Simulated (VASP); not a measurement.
Bi:

```
Bi
1.0
     3.48860   -3.13258    0.00000
     3.48860    3.13258    0.00000
    -1.26023    0.00000    3.11355
Bi
2
Direct
  0.75306 0.75306 0.85738
  0.24694 0.24694 0.14262
```

Base run:

- Program: VASP 6.6.1
- Functional: LDA
- Potentials or basis: VASP PAW LDA potentials, release 64 (Bi_d)
- Cutoff: 520 eV
- k mesh: 6 × 6 × 9
- Occupations: fermi-dirac, width 0.05 eV
- Spin: no spin polarisation

Its results: band gap on the k mesh zero (band 15 reaches 9.64 eV, above the bottom of band 16 at 4.82 eV); pressure -3.6 GPa; largest force 0.084 eV/Å.

Q: The run is repeated on the same cell with these changes: functional from LDA to PBEsol; potentials or basis from VASP PAW LDA potentials, release 64 (Bi_d) to VASP PAW PBE potentials, release 64 (Bi_d). What comes out?

A: Band gap on the k mesh zero (band 15 reaches 9.75 eV, above the bottom of band 16 at 4.90 eV); pressure -2.5 GPa; largest force 0.057 eV/Å.

Caveats: spin-orbit coupling is left out, which moves the levels of the heavy elements; the PAW data sets were made with another functional, which shifts forces and pressure a little (some runs).
